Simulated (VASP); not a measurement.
# ScGaTeSe2 (P-6m2) in VASP: a series of runs

ScGaTeSe2 is run at these levels: PBE; tasks: single point.

Program: VASP 6.6.1. These are calculated values, not measurements. Logs are shortened: lines on timing, memory, paths and dates and some standing lists are left out, and cuts for length are marked.

**1. The cell of the first run**

It takes space group P-6m2 (No. 187, hexagonal). Conventional cell: a = 5.129 Å, b = 5.129 Å, c = 5.618 Å, α = 90.00°, β = 90.00°, γ = 120.00°. Sc (site symmetry -6m2) has 2 Te at 2.81 Å and 3 Ga at 2.96 Å and 6 Se at 3.24 Å within 3.7 Å. Ga (site symmetry -6m2) has 3 Sc at 2.96 Å and 6 Se at 3.24 Å within 3.9 Å. Within 3.7 Å of Te (site symmetry -6m2) lie 2 Sc at 2.81 Å and 6 Se at 3.32 Å. Se (site symmetry 3m) has 2 Se at 2.62 to 3.00 Å and 3 Sc at 3.24 Å and 3 Ga at 3.24 Å and 3 Te at 3.32 Å within 3.5 Å.

The cell was generated, and may not be a known phase.

**2. Single point, PBE**

File INCAR:

```
SYSTEM = ScGaTeSe2
PREC = Accurate ; ENCUT = 520
EDIFF = 1E-6 ; ISMEAR = 0
SIGMA = 0.1 ; LREAL = .FALSE.
LASPH = .TRUE. ; NELM = 80
ALGO = Normal ; ISIF = 2
LWAVE = .FALSE. ; LCHARG = .FALSE.
GGA = PE ; NBANDS = 29
```

File KPOINTS:

```
regular mesh
0
G
  6 6 4
  0 0 0
```

File POSCAR:

```
ScGaTeSe2
1.0
    5.1287975196      0.0000000028      0.0000000000
   -2.5643987622      4.4416689414      0.0000000000
    0.0000000000      0.0000000000      5.6178440754
Sc Ga Te Se
1 1 1 2
Direct
    0.3333333333      0.6666666667      0.0000000000
    0.0000000000      0.0000000000      0.0000000000
    0.3333333333      0.6666666667      0.5000000000
    0.6666666667      0.3333333333      0.2332956846
    0.6666666667      0.3333333333      0.7667043154
```

Potentials or basis: VASP PAW PBE potentials, release 64 (Sc_sv, Ga_d, Te, Se).

Launch:

```bash
$ cat potpaw_PBE.64/Sc_sv/POTCAR potpaw_PBE.64/Ga_d/POTCAR potpaw_PBE.64/Te/POTCAR potpaw_PBE.64/Se/POTCAR > POTCAR
$ mpirun -np 1 vasp_std > vasp.out
```

OUTCAR:

```text
SYSTEM = ScGaTeSe2
   PREC = Accurate
   ENCUT = 520
   EDIFF = 1E-6
   ISMEAR = 0
   LREAL = .FALSE.
   LASPH = .TRUE.
   NELM = 80
   ISIF = 2
   GGA = PE

 ion  position               nearest neighbor table
   1  0.333  0.667  0.000-   3 2.81   3 2.81   2 2.96   2 2.96   2 2.96
   2  0.000  0.000  0.000-   1 2.96   1 2.96   1 2.96
   3  0.333  0.667  0.500-   1 2.81   1 2.81
   4  0.667  0.333  0.233-   5 2.62
   5  0.667  0.333  0.767-   4 2.62

  LATTYP: Found a hexagonal cell.
 ALAT       =     5.1287975196
 C/A-ratio  =     1.0953530635

  Lattice vectors:

 A1 = (   5.1287975196,   0.0000000028,   0.0000000000)
 A2 = (  -2.5643987622,   4.4416689414,   0.0000000000)
 A3 = (   0.0000000000,   0.0000000000,   5.6178440754)

Analysis of symmetry for initial positions (statically):
=====================================================================
 Subroutine PRICEL returns:
 Original cell was already a primitive cell.

 Routine SETGRP: Setting up the symmetry group for a
 hexagonal supercell.

 Subroutine GETGRP returns: Found 12 space group operations
 (whereof 12 operations were pure point group operations)
 out of a pool of 24 trial point group operations.

The static configuration has the point symmetry D_3h.

Analysis of symmetry for dynamics (positions and initial velocities):
=====================================================================
 Subroutine PRICEL returns:
 Original cell was already a primitive cell.

 Routine SETGRP: Setting up the symmetry group for a
 hexagonal supercell.

 Subroutine GETGRP returns: Found 12 space group operations
 (whereof 12 operations were pure point group operations)
 out of a pool of 24 trial point group operations.

The dynamic configuration has the point symmetry D_3h.

 Subroutine INISYM returns: Found 12 space group operations
 (whereof 12 operations are pure point group operations),
 and found     1 'primitive' translations

----------------------------------------------------------------------------------------

                                     Primitive cell

  volume of cell :     127.9769

  direct lattice vectors                    reciprocal lattice vectors
     5.128797520  0.000000003  0.000000000     0.194977477  0.112570299  0.000000000
    -2.564398762  4.441668941  0.000000000    -0.000000000  0.225140598  0.000000000
     0.000000000  0.000000000  5.617844075     0.000000000  0.000000000  0.178004228

  length of vectors
     5.128797520  5.128797520  5.617844075     0.225140598  0.225140598  0.178004228

  position of ions in fractional coordinates (direct lattice)
     0.333333333  0.666666667  0.000000000
     0.000000000  0.000000000  0.000000000
     0.333333333  0.666666667  0.500000000
     0.666666667  0.333333333  0.233295685
     0.666666667  0.333333333  0.766704315

  ion indices of the primitive-cell ions
   primitive index   ion index
                 1           1
                 2           2
                 3           3
                 4           4
                 5           5

----------------------------------------------------------------------------------------

 KPOINTS: regular mesh

Automatic generation of k-mesh.
 Grid dimensions read from file:
 generate k-points for:    6    6    4

 Generating k-lattice:

  Cartesian coordinates                     Fractional coordinates (reciprocal lattice)
     0.032496246  0.018761716  0.000000000     0.166666667  0.000000000  0.000000000
    -0.000000000  0.037523433  0.000000000     0.000000000  0.166666667  0.000000000
     0.000000000  0.000000000  0.044501057     0.000000000  0.000000000  0.250000000

  Length of vectors
     0.037523433  0.037523433  0.044501057

  Shift w.r.t. Gamma in fractional coordinates (k-lattice)
     0.000000000  0.000000000  0.000000000

 Subroutine IBZKPT returns following result:
 ===========================================

 Found     21 irreducible k-points:

 Following reciprocal coordinates:
            Coordinates               Weight
  0.000000  0.000000  0.000000      1.000000
  0.166667 -0.000000  0.000000      6.000000
  0.333333 -0.000000  0.000000      6.000000
  0.500000 -0.000000  0.000000      3.000000
  0.166667  0.166667  0.000000      6.000000
  0.333333  0.166667  0.000000     12.000000
[... 13 lines left out ...]
  0.333333  0.166667  0.500000     12.000000
  0.333333  0.333333  0.500000      2.000000
   k-points           NKPTS =     21   k-points in BZ     NKDIM =     21   number of bands    NBANDS=     29
   number of dos      NEDOS =    301   number of ions     NIONS =      5
   total plane-waves  NPLWV =  67200
   dimension x,y,z NGX =    40 NGY =   40 NGZ =   42
   dimension x,y,z NGXF=    80 NGYF=   80 NGZF=   84
   ions per type =               1   1   1   2
   NGX,Y,Z   is equivalent  to a cutoff of  12.97, 12.97, 12.43 a.u.
   NGXF,Y,Z  is equivalent  to a cutoff of  25.93, 25.93, 24.86 a.u.
 SYSTEM =  ScGaTeSe2
   PREC   = accura    normal or accurate (medium, high low for compatibility)
   ISTART =      0    job   : 0-new  1-cont  2-samecut
   ICHARG =      2    charge: 1-file 2-atom 10-const
   ISPIN  =      1    spin polarized calculation?
   LNONCOLLINEAR =      F non collinear calculations
   LSORBIT =      F    spin-orbit coupling
   LASPH  =      T    aspherical Exc in radial PAW
   ENCUT  =  520.0 eV  38.22 Ry    6.18 a.u.   9.54  9.54 10.45*2*pi/ulx,y,z
   NELM   =     80;   NELMIN=  2; NELMDL= -5     # of ELM steps
   EDIFF  = 0.1E-05   stopping-criterion for ELM
   LREAL  =      F    real-space projection
   EDIFFG = 0.1E-04   stopping-criterion for IOM
   NSW    =      0    number of steps for IOM
   IBRION =     -1    ionic relax: 0-MD 1-quasi-New 2-CG
   NFREE  =      0    steps in history (QN), initial steepest desc. (CG)
   ISIF   =      2    stress and relaxation
   ISYM   =      2    0-nonsym 1-usesym 2-fastsym
   POTIM  = 0.5000    time-step for ionic-motion
   TEBEG  =    0.0;   TEEND  =   0.0 temperature during run
   PSTRESS=    0.0 pullay stress
   NELECT =      42.0000    total number of electrons
   NUPDOWN=      -1.0000    fix difference up-down
   EMIN   =  10.00;   EMAX   =-10.00  energy-range for DOS
   EFERMI =   0.00;   METHOD = LEGACY
   ISMEAR =     0;   SIGMA  =   0.10  broadening in eV -4-tet -1-fermi 0-gaus
   EFERMI_NEDOS =   21; number of points for ismear=-14 and -15
   IALGO  =     38    algorithm
   IMIX   =      4    mixing-type and parameters
     AMIX     =   0.40;   BMIX     =  1.00
     AMIX_MAG =   1.60;   BMIX_MAG =  1.00
  volume/ion in A,a.u.               =      25.60       172.73
  Fermi-wavevector in a.u.,A,eV,Ry     =   1.129226  2.133927 17.349481  1.275151
  Thomas-Fermi vector in A             =   2.265919
   LORBIT       =      0    0 simple, 1 ext, 2 COOP (PROOUT), +10 PAW based schemes
   GGA     = PE    functional components
   LHFCALC =     F    Hartree Fock is set to
   AEXX    =    0.0000 exact exchange contribution
   IVDW    =     0    specifies the selected vdW correction
   LEPSILON=     F    determine dielectric tensor
   LRPA    =     F    only Hartree local field effects (RPA)
 non-spin polarized calculation
 Gauss-broadening in eV      SIGMA  =   0.10
  energy-cutoff  :      520.00
  volume of cell :      127.98
 maximum number of plane-waves:      3489
 NGX is ok and might be reduce to    40
   NGX = 19   NGY = 19   NGZ = 21

 number of electron      42.0000008 magnetization

 Free energy of the ion-electron system (eV)
  ---------------------------------------------------
  ext. energy  EPLUGINS =         0.00000000
  ---------------------------------------------------
  free energy    TOTEN  =       -20.04053067 eV

  energy without entropy =      -20.02559953  energy(sigma->0) =      -20.03306510

 E-fermi :   4.7007     XC(G=0):  -9.5753

 val. band max:        4.6641456306   @ k =   0.1667   0.1667   0.5000
 cond. band min:       4.7483808977   @ k =   0.1667  -0.0000   0.5000
 fundamental gap:      0.0842352671
 Fermi energy:         4.7007026835

 k-point     1 :       0.0000    0.0000    0.0000
  band No.  band energies     occupation
      1     -45.5840      2.00000
      2     -24.2526      2.00000
      3     -24.2526      2.00000
      4     -24.1584      2.00000
      5     -10.4776      2.00000
      6     -10.4555      2.00000
[... 21 lines left out ...]
     28       7.7000      0.00000
     29       7.7001      0.00000

 k-point     2 :       0.1667   -0.0000    0.0000
  band No.  band energies     occupation
      1     -45.5840      2.00000
      2     -24.2534      2.00000
      3     -24.2527      2.00000
      4     -24.1583      2.00000
      5     -10.4762      2.00000
      6     -10.4586      2.00000
[... 21 lines left out ...]
     28       7.3712      0.00000
     29       7.6345      0.00000

 k-point     3 :       0.3333   -0.0000    0.0000
  band No.  band energies     occupation
      1     -45.5840      2.00000
      2     -24.2550      2.00000
      3     -24.2530      2.00000
      4     -24.1581      2.00000
      5     -10.4801      2.00000
      6     -10.4598      2.00000
[... 21 lines left out ...]
     28       7.6368      0.00000
     29       7.9523      0.00000

 k-point     4 :       0.5000   -0.0000    0.0000
  band No.  band energies     occupation
      1     -45.5839      2.00000
      2     -24.2557      2.00000
      3     -24.2531      2.00000
      4     -24.1580      2.00000
      5     -10.4843      2.00000
      6     -10.4587      2.00000
[... 501 lines left out ...]
     28       7.5853      0.00000
     29       8.0834      0.00000

 k-point    20 :       0.3333    0.1667    0.5000
  band No.  band energies     occupation
      1     -45.5841      2.00000
      2     -24.2551      2.00000
      3     -24.2533      2.00000
      4     -24.1576      2.00000
      5     -10.4757      2.00000
      6     -10.4588      2.00000
[... 21 lines left out ...]
     28       7.2805      0.00000
     29       8.0288      0.00000

 k-point    21 :       0.3333    0.3333    0.5000
  band No.  band energies     occupation
      1     -45.5841      2.00000
      2     -24.2546      2.00000
      3     -24.2543      2.00000
      4     -24.1575      2.00000
      5     -10.4775      2.00000
      6     -10.4583      2.00000
[... 21 lines left out ...]
     28       6.8717      0.00000
     29       7.1893      0.00000

------------------------ aborting loop because EDIFF is reached ----------------------------------------

  FORCE on cell =-STRESS in cart. coord.  units (eV):
  Direction    XX          YY          ZZ          XY          YZ          ZX
  --------------------------------------------------------------------------------------
  -------------------------------------------------------------------------------------
  Total        0.0320394      0.0320394      0.0608367      0.0000000      0.0000000      0.0000000
  in kB        0.4011103      0.4011103      0.7616310      0.0000000      0.0000000      0.0000000
  external PRESSURE =       0.5212839 kB  Pullay stress =       0.0000000 kB

 VOLUME and BASIS-vectors are now :
 -----------------------------------------------------------------------------
  energy-cutoff  :      520.00
  volume of cell :      127.98
      direct lattice vectors                 reciprocal lattice vectors
     5.128797520  0.000000003  0.000000000     0.194977477  0.112570299  0.000000000
    -2.564398762  4.441668941  0.000000000    -0.000000000  0.225140598  0.000000000
     0.000000000  0.000000000  5.617844075     0.000000000  0.000000000  0.178004228

 POSITION                                       TOTAL-FORCE (eV/Angst)
 -----------------------------------------------------------------------------------
     -0.00000      2.96111      0.00000        -0.000000      0.000000     -0.000000
      0.00000      0.00000      0.00000         0.000000     -0.000000     -0.000000
     -0.00000      2.96111      2.80892        -0.000000     -0.000000     -0.000000
      2.56440      1.48056      1.31062         0.000000     -0.000000      0.015268
      2.56440      1.48056      4.30723         0.000000     -0.000000     -0.015268
 -----------------------------------------------------------------------------------
    total drift:                                0.000000     -0.000000     -0.000000

  FREE ENERGIE OF THE ION-ELECTRON SYSTEM (eV)
  ---------------------------------------------------
  free  energy   TOTEN  =       -20.0405306713 eV

  energy  without entropy=      -20.0255995309  energy(sigma->0) =      -20.03306510
```

Wall time 57 s (1 thread of Intel Xeon 6975P-C (Granite Rapids), shared host); peak memory 0.3 GiB.

What came out:

| Item | Value |
| --- | --- |
| Free energy | -20.0405 eV |
| Pressure | 0.1 GPa |
| Largest force | 0.015 eV/Å |
| Band gap on the k mesh | zero (bands 21 and 22 overlap by 0.98 eV) |

Forces on the atoms (eV/Å):
```
Sc   0.000  0.000  0.000
Ga   0.000  0.000  0.000
Te   0.000  0.000  0.000
Se   0.000  0.000  0.015
Se   0.000  0.000 -0.015
```

Caveat: spin-orbit coupling is left out, which moves the levels of the heavy elements.

**3. Single point, PBE**

This run uses another cell than the first one, of 29.40 Å³/atom.

File INCAR:

```
SYSTEM = ScGaTeSe2
PREC     = Accurate       ! precision mode
ENCUT    = 520            ! plane-wave cutoff, eV
EDIFF    = 1E-6           ! SCF threshold, eV
ISMEAR   = 0              ! smearing method
SIGMA    = 0.1            ! smearing width, eV
LREAL    = .False.        ! projectors in reciprocal space
LASPH    = .True.         ! aspherical terms in the spheres
NELM     = 100            ! most SCF steps
ALGO     = Normal         ! electronic algorithm
ISIF     = 2              ! what is computed and relaxed
LWAVE    = .False.        ! write WAVECAR
LCHARG   = .False.        ! write CHGCAR
GGA      = PE             ! functional
NBANDS   = 29             ! bands
```

File KPOINTS:

```
regular mesh
0
Gamma
  6 6 4
  0 0 0
```

File POSCAR:

```
ScGaTeSe2
1.0
    5.3375856900      0.0000000000      0.0000000000
   -2.6687928500      4.6224848100      0.0000000000
    0.0000000000      0.0000000000      5.9583764000
Sc Ga Te Se
1 1 1 2
Direct
    0.3333333300      0.6666666700      0.0000000000
    0.0000000000      0.0000000000      0.0000000000
    0.3333333300      0.6666666700      0.5000000000
    0.6666666700      0.3333333300      0.3140239400
    0.6666666700      0.3333333300      0.6859760600
```

Potentials or basis: VASP PAW PBE potentials, release 64 (Sc_sv, Ga_d, Te, Se).

Launch:

```bash
$ cat potpaw_PBE.64/Sc_sv/POTCAR potpaw_PBE.64/Ga_d/POTCAR potpaw_PBE.64/Te/POTCAR potpaw_PBE.64/Se/POTCAR > POTCAR
$ mpirun -np 1 vasp_std > vasp.out
```

It took 69 s on 1 thread of Intel Xeon 6975P-C (Granite Rapids), shared host; peak memory 0.33 GiB.

Results (log left out):

| Property | Result |
| --- | --- |
| Free energy | -18.5284 eV |
| Pressure | -1.3 GPa |
| Largest force | 3.443 eV/Å |
| Band gap on the k mesh | zero (bands 21 and 22 overlap by 0.62 eV) |

Forces on the atoms (eV/Å):
```
Sc   0.000  0.000  0.000
Ga   0.000  0.000  0.000
Te   0.000  0.000  0.000
Se   0.000  0.000 -3.443
Se   0.000  0.000  3.443
```

Stress tensor (GPa, compression positive):
```
-1.53  0.00  0.00
 0.00 -1.53  0.00
 0.00  0.00 -0.91
```

Levels at points of the mesh, in eV from the Fermi level:
```tsv
k point	band 18	band 19	band 20	band 21	band 22	band 23	band 24	band 25
(0.00, 0.00, 0.00)	-1.40	-1.40	-1.07	-1.07	0.57	0.57	1.24	1.24
(0.50, 0.00, 0.00)	-1.36	-1.17	-0.45	0.31	0.32	0.35	1.35	1.48
(0.00, 0.00, 0.50)	-1.86	-1.86	-0.92	-0.92	0.29	0.29	1.12	1.48
(0.50, 0.00, 0.50)	-2.04	-0.98	-0.83	0.08	0.35	0.53	1.14	1.53
```

Caveat: spin-orbit coupling is left out, which moves the levels of the heavy elements; forces of over 1 eV/Å act on the atoms, so gaps and moduli don't describe the material at rest.

The gap in the log of VASP goes by the Fermi energy; the results here count the filled bands.